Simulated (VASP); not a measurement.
# Pd (Fm-3m) in VASP: further runs, part 2 of 2

VASP 6.6.1. Earlier steps stand in the parts before.

### Step 3. Single point, RPBE+D3(BJ)

This run uses another cell than the first one, of 12.92 Å³/atom, 0.876 times its volume.

The input, INCAR:

```
SYSTEM = Pd
ALGO = Normal ; EDIFF = 1E-6
ENCUT = 520 ; GGA = RP
ISIF = 2 ; ISMEAR = -1
IVDW = 12 ; LASPH = .TRUE.
LCHARG = .FALSE. ; LREAL = .FALSE.
LWAVE = .FALSE. ; NBANDS = 11
NELM = 80 ; PREC = Accurate
SIGMA = 0.05
```

The input, KPOINTS:

```
k-points
0
G
  12 12 12
  0 0 0
```

The input, POSCAR:

```
Pd
1.0
    0.0000000000      1.8626376743      1.8626376743
    1.8626376743      0.0000000000      1.8626376743
    1.8626376743      1.8626376743      0.0000000000
Pd
1
Direct
    0.0000000000      0.0000000000      0.0000000000
```

Potentials or basis: VASP PAW PBE potentials, release 64 (Pd).

The run is started by

```
$ cat potpaw_PBE.64/Pd/POTCAR > POTCAR
$ mpirun -np 1 vasp_std > vasp.out
```

OUTCAR:

```text
SYSTEM = Pd
   EDIFF = 1E-6
   ENCUT = 520
   GGA = RP
   ISIF = 2
   ISMEAR = -1
   IVDW = 12
   LASPH = .TRUE.
   LREAL = .FALSE.
   NELM = 80
   PREC = Accurate
 IVDW          = 12

 ion  position               nearest neighbor table
   1  0.000  0.000  0.000-

  LATTYP: Found a face centered cubic cell.
 ALAT       =     3.7252753486

  Lattice vectors:

 A1 = (   0.0000000000,   1.8626376743,   1.8626376743)
 A2 = (   1.8626376743,   0.0000000000,   1.8626376743)
 A3 = (   1.8626376743,   1.8626376743,   0.0000000000)

Analysis of symmetry for initial positions (statically):
=====================================================================
 Subroutine PRICEL returns:
 Original cell was already a primitive cell.

 Routine SETGRP: Setting up the symmetry group for a
 face centered cubic supercell.

 Subroutine GETGRP returns: Found 48 space group operations
 (whereof 48 operations were pure point group operations)
 out of a pool of 48 trial point group operations.

The static configuration has the point symmetry O_h .

Analysis of symmetry for dynamics (positions and initial velocities):
[... 169 lines left out ...]
      3       8.7737      2.00000
      4       8.7737      2.00000
      5      10.7623      2.00000
      6      10.7623      2.00000
      7      29.4395      0.00000
      8      35.0181      0.00000
      9      35.0181      0.00000
     10      35.0181      0.00000
     11      37.9367      0.00000
[... 309 lines left out ...]
 k-point    24 :      -0.4167    0.1667    0.0000
  band No.  band energies     occupation
      1       6.5902      2.00000
      2       8.1572      2.00000
      3       9.3543      2.00000
      4       9.8671      2.00000
      5      11.9673      1.99353
      6      16.2225      0.00000
      7      20.9748      0.00000
      8      28.9962      0.00000
      9      32.1366      0.00000
     10      33.7203      0.00000
     11      37.9725      0.00000

 [... further k-points ...]

------------------------ aborting loop because EDIFF is reached ----------------------------------------

 Edisp (eV)   -4.00026

 E8    (eV) :    -2.6335

  FORCE on cell =-STRESS in cart. coord.  units (eV):
  Direction    XX          YY          ZZ          XY          YZ          ZX
  --------------------------------------------------------------------------------------
  -------------------------------------------------------------------------------------
  Total      -0.03740    -0.03740    -0.03740     0.00000     0.00000     0.00000
  in kB      -4.63620    -4.63620    -4.63620     0.00000     0.00000     0.00000
  external pressure =       -4.64 kB  Pullay stress =        0.00 kB

 VOLUME and BASIS-vectors are now :
 -----------------------------------------------------------------------------
  energy-cutoff  :      520.00
  volume of cell :       12.92
      direct lattice vectors                 reciprocal lattice vectors
     0.000000000  1.862637674  1.862637674    -0.268436533  0.268436533  0.268436533
     1.862637674  0.000000000  1.862637674     0.268436533 -0.268436533  0.268436533
     1.862637674  1.862637674  0.000000000     0.268436533  0.268436533 -0.268436533

 POSITION                                       TOTAL-FORCE (eV/Angst)
 -----------------------------------------------------------------------------------
      0.00000      0.00000      0.00000        -0.000000     -0.000000     -0.000000
 -----------------------------------------------------------------------------------
    total drift:                                0.000000     -0.000000     -0.000000

  FREE ENERGIE OF THE ION-ELECTRON SYSTEM (eV)
  ---------------------------------------------------
  free  energy   TOTEN  =        -8.2835932264 eV

  energy  without entropy=       -8.2672044409  energy(sigma->0) =       -8.27539883
```

stdout:

```text
POSCAR found type information on POSCAR Pd
 POSCAR found :  1 types and       1 ions
 scaLAPACK will be used
 -----------------------------------------------------------------------------
|                                                                             |
|                                                                             |
|     You enforced a specific xc type in the INCAR file but a different       |
|     I HOPE YOU KNOW WHAT YOU ARE DOING!                                     |
|                                                                             |
 -----------------------------------------------------------------------------

 LDA part: xc-table for (Slater+PW92), standard interpolation
 POSCAR, INCAR and KPOINTS ok, starting setup
 FFT: planning ... GRIDC
 FFT: planning ... GRID_SOFT
 FFT: planning ... GRID
 WAVECAR not read
 entering main loop
```

Run time: 15 s. Hardware: 1 thread of Intel Xeon 8259CL, shared host; peak memory 0.14 GiB.

Results:

* Free energy: -8.2836 eV
* Pressure: -0.5 GPa
* Band gap on the k mesh: zero (band 5 reaches 12.66 eV, above the bottom of band 6 at 10.67 eV)
* Dispersion energy per atom: -4.000 eV

Levels at points of the mesh, in eV from the Fermi level:
| k point | band 2 | band 3 | band 4 | band 5 | band 6 | band 7 | band 8 | band 9 |
| --- | --- | --- | --- | --- | --- | --- | --- | --- |
| (0.00, 0.00, 0.00) | -3.48 | -3.48 | -3.48 | -1.49 | -1.49 | 17.19 | 22.76 | 22.76 |
| (0.50, 0.00, 0.00) | -3.55 | -3.55 | 0.00 | 0.00 | 0.79 | 8.54 | 16.59 | 22.45 |
| (0.50, 0.50, 0.00) | -6.25 | -0.03 | 0.40 | 0.40 | 3.43 | 12.31 | 14.02 | 14.02 |

Caveat: the PAW data sets were made with another functional, which shifts forces and pressure a little; pairwise dispersion overbinds metals, which lowers pressure and volume.

### Step 4. Single point, revPBE+D4

This run uses another cell than the first one, of 14.87 Å³/atom, 1.008 times its volume.

The input, INCAR:

```
SYSTEM = Pd
ALGO = Normal
EDIFF = 1E-6
ENCUT = 520
GGA = RE
ISIF = 2
ISMEAR = -1
IVDW = 13
LASPH = .TRUE.
LCHARG = .TRUE.
LELF = .TRUE.
LREAL = .FALSE.
LVHAR = .TRUE.
LWAVE = .FALSE.
NBANDS = 11
NELM = 100
PREC = Accurate
SIGMA = 0.05
```

KPOINTS is that of step 3.

The input, POSCAR:

```
Pd
1.0
    0.0000000000      1.9518087778      1.9518087778
    1.9518087778      0.0000000000      1.9518087778
    1.9518087778      1.9518087778      0.0000000000
Pd
1
Direct
    0.0000000000      0.0000000000      0.0000000000
```

The run is started by

```
$ cat potpaw_PBE.64/Pd/POTCAR > POTCAR
$ mpirun -np 1 vasp_std > vasp.out
```

It took 17 s on 1 thread of Intel Xeon 8259CL, shared host; peak memory 0.15 GiB.

Results (log left out):

```
Free energy                : -5.5590 eV
Pressure                   : -0.2 GPa
Band gap on the k mesh     : zero (band 5 reaches 9.99 eV, above the bottom of band 6 at 8.43 eV)
Dispersion energy per atom : -0.820 eV
```

Levels at points of the mesh, in eV from the Fermi level:
```
           k point  band 3  band 4  band 5  band 6  band 7  band 8
(0.00, 0.00, 0.00)   -2.77   -2.77   -1.19   -1.19   17.22   21.97
(0.50, 0.00, 0.00)   -2.82   -0.01   -0.01    1.09    7.31   16.58
(0.50, 0.50, 0.00)   -0.04    0.30    0.30    3.41   10.74   13.23
```

Caveat: the PAW data sets were made with another functional, which shifts forces and pressure a little; pairwise dispersion overbinds metals, which lowers pressure and volume.

### Step 5. Relaxation of cell and atoms, revPBE+D4

The input, INCAR:

```
SYSTEM = Pd
ALGO = Normal ; EDIFF = 1E-6
EDIFFG = -0.005 ; ENCUT = 600
GGA = RE ; IBRION = 2
ISIF = 3 ; ISMEAR = -1
IVDW = 13 ; LASPH = .True.
LCHARG = .False. ; LREAL = .False.
LWAVE = .False. ; NELM = 80
NSW = 80 ; PREC = Accurate
SIGMA = 0.05
```

The input, KPOINTS:

```
k-points
0
Gamma
  12 12 12
  0 0 0
```

The input, POSCAR:

```
Pd
1.0
    0.0000000000      1.9465000000      1.9465000000
    1.9465000000      0.0000000000      1.9465000000
    1.9465000000      1.9465000000      0.0000000000
Pd
1
Direct
    0.0000000000      0.0000000000      0.0000000000
```

The run is started by

```
$ cat potpaw_PBE.64/Pd/POTCAR > POTCAR
$ mpirun -np 1 vasp_std > vasp.out
```

It took 33 s on 1 thread of Intel Xeon 8259CL, shared host; peak memory 0.15 GiB.

It converged, with:

```
Free energy                            : -5.5594 eV
Relaxed volume                         : 14.85 Å³/atom
Relaxed cell                           : a = 2.759 Å, b = 2.759 Å, c = 2.759 Å, α = 60.00°, β = 60.00°, γ = 60.00°
Space group after relaxing (to 0.05 Å) : Fm-3m (No. 225)
Energy gained by relaxing              : 0.4 meV/atom
Ionic steps                            : 3
Pressure after relaxing                : 0.0 GPa
Band gap on the k mesh                 : zero (band 5 reaches 10.02 eV, above the bottom of band 6 at 8.46 eV)
Dispersion energy per atom             : -0.821 eV
```

Step by step:
| step | energy change (eV) | largest force (eV/Å) | pressure (GPa) | volume (Å³) |
| --- | --- | --- | --- | --- |
| 1 | 0.0000 | 0.0000 | 1.25 | 14.75 |
| 2 | 0.0005 | 0.0000 | -1.77 | 15.00 |
| 3 | -0.0004 | 0.0000 | -0.01 | 14.85 |

Final structure:
```
Pd
1.0
     0.00000    1.95076    1.95076
     1.95076    0.00000    1.95076
     1.95076    1.95076    0.00000
Pd
1
Direct
  0.00000 0.00000 0.00000
```

Levels at points of the mesh, in eV from the Fermi level:
| k point | band 1 | band 2 | band 3 | band 4 | band 5 | band 6 | band 7 | band 8 | band 9 |
| --- | --- | --- | --- | --- | --- | --- | --- | --- | --- |
| (0.00, 0.00, 0.00) | -7.02 | -2.78 | -2.78 | -2.78 | -1.19 | -1.19 | 17.22 | 21.98 | 21.98 |
| (0.50, 0.00, 0.00) | -5.20 | -2.83 | -2.83 | -0.01 | -0.01 | 1.09 | 7.32 | 16.58 | 21.12 |
| (0.50, 0.50, 0.00) | -5.30 | -5.02 | -0.04 | 0.30 | 0.30 | 3.41 | 10.76 | 13.24 | 13.24 |

Caveat: the PAW data sets were made with another functional, which shifts forces and pressure a little; pairwise dispersion overbinds metals, which lowers pressure and volume. Zero-point motion and thermal expansion aren't in these numbers.

### Step 6. Relaxation of cell and atoms, RPBE+D3(BJ)

The input, INCAR:

```
SYSTEM = Pd
PREC = Accurate ; ENCUT = 600
EDIFF = 1E-7 ; ISMEAR = -1
SIGMA = 0.05 ; LREAL = .FALSE.
LASPH = .TRUE. ; NELM = 60
ALGO = Normal ; ISIF = 3
LWAVE = .FALSE. ; LCHARG = .FALSE.
GGA = RP ; IVDW = 12
IBRION = 2 ; NSW = 80
EDIFFG = -0.02
```

The input, KPOINTS:

```
regular mesh
0
G
  12 12 12
  0 0 0
```

POSCAR is that of step 5.

Potentials or basis: VASP PAW PBE potentials, release 64 (Pd).

The run is started by

```
$ cat potpaw_PBE.64/Pd/POTCAR > POTCAR
$ mpirun -np 1 vasp_std > vasp.out
```

Wall time 63 s (1 thread of Intel Xeon 8259CL, shared host); peak memory 0.17 GiB.

Results (log left out):

```yaml
Free_energy: -8.2855 eV
Relaxed_volume: 12.91 Å³/atom
Relaxed_cell: a = 2.633 Å, b = 2.633 Å, c = 2.633 Å, α = 60.00°, β = 60.00°, γ = 60.00°
Space_group_after_relaxing_to_0.05_Å: Fm-3m (No. 225)
Energy_gained_by_relaxing: 200.4 meV/atom
Ionic_steps: 5
Pressure_after_relaxing: 0.0 GPa
Band_gap_on_the_k_mesh: zero (band 5 reaches 12.68 eV, above the bottom of band 6 at 10.69 eV)
Dispersion_energy_per_atom: -4.006 eV
```

Step by step:
| step | energy change (eV) | largest force (eV/Å) | pressure (GPa) | volume (Å³) |
| --- | --- | --- | --- | --- |
| 1 | 0.0000 | 0.0000 | -30.34 | 14.75 |
| 2 | 1.3649 | 0.0000 | 199.50 | 9.55 |
| 3 | -0.1977 | 0.0000 | -4.42 | 13.09 |
| 4 | -0.2000 | 0.0000 | -1.73 | 12.98 |
| 5 | -0.2004 | 0.0000 | 0.02 | 12.91 |

Final structure:
```
Pd
1.0
     0.00000    1.86182    1.86182
     1.86182    0.00000    1.86182
     1.86182    1.86182    0.00000
Pd
1
Cartesian
  0.0000 0.0000 0.0000
```

Levels at points of the mesh, in eV from the Fermi level:
```tsv
k point	band 2	band 3	band 4	band 5	band 6	band 7	band 8	band 9
(0.00, 0.00, 0.00)	-3.49	-3.49	-3.49	-1.49	-1.49	17.18	22.77	22.77
(0.50, 0.00, 0.00)	-3.56	-3.56	0.00	0.00	0.79	8.55	16.59	22.47
(0.50, 0.50, 0.00)	-6.27	-0.03	0.40	0.40	3.44	12.32	14.03	14.03
```

Caveat: the PAW data sets were made with another functional, which shifts forces and pressure a little; the volume moved by -12 % from the deposited cell, more than functionals usually miss; pairwise dispersion overbinds metals, which lowers pressure and volume.

### Step 7. Summary

| task | level | cell | k mesh | cutoff (eV) | smearing | gap on the mesh (eV) | pressure (GPa) | relaxed volume (Å³/atom) |
| --- | --- | --- | --- | --- | --- | --- | --- | --- |
| single point | PBE | a = 2.753 Å, angles 60.0°, 1 atom | 6 × 6 × 6 | 520 | fermi-dirac 0.06 eV | none | 5.5 | - |
| single point | RPBE+D3(BJ) | a = 2.634 Å, angles 60.0°, 1 atom | 12 × 12 × 12 | 520 | fermi-dirac 0.05 eV | none | -0.5 | - |
| single point | revPBE+D4 | a = 2.760 Å, angles 60.0°, 1 atom | 12 × 12 × 12 | 520 | fermi-dirac 0.05 eV | none | -0.2 | - |
| relaxation of cell and atoms | revPBE+D4 | relaxed from a = 2.753 Å, angles 60.0°, 1 atom | 12 × 12 × 12 | 600 | fermi-dirac 0.05 eV | none | 0.0 | 14.85 |
| relaxation of cell and atoms | RPBE+D3(BJ) | relaxed from a = 2.753 Å, angles 60.0°, 1 atom | 12 × 12 × 12 | 600 | fermi-dirac 0.05 eV | none | 0.0 | 12.91 |

Alike in all rows: potentials or basis VASP PAW PBE potentials, release 64 (Pd); no spin polarisation.

Caveats: some runs use coarse meshes; the PAW data sets were made with another functional, which shifts forces and pressure a little (some runs); pairwise dispersion overbinds metals, which lowers pressure and volume (some runs); the volume moved by -12 % from the deposited cell, more than functionals usually miss (some runs).

Absolute energies hang on the potentials; compare differences alone.
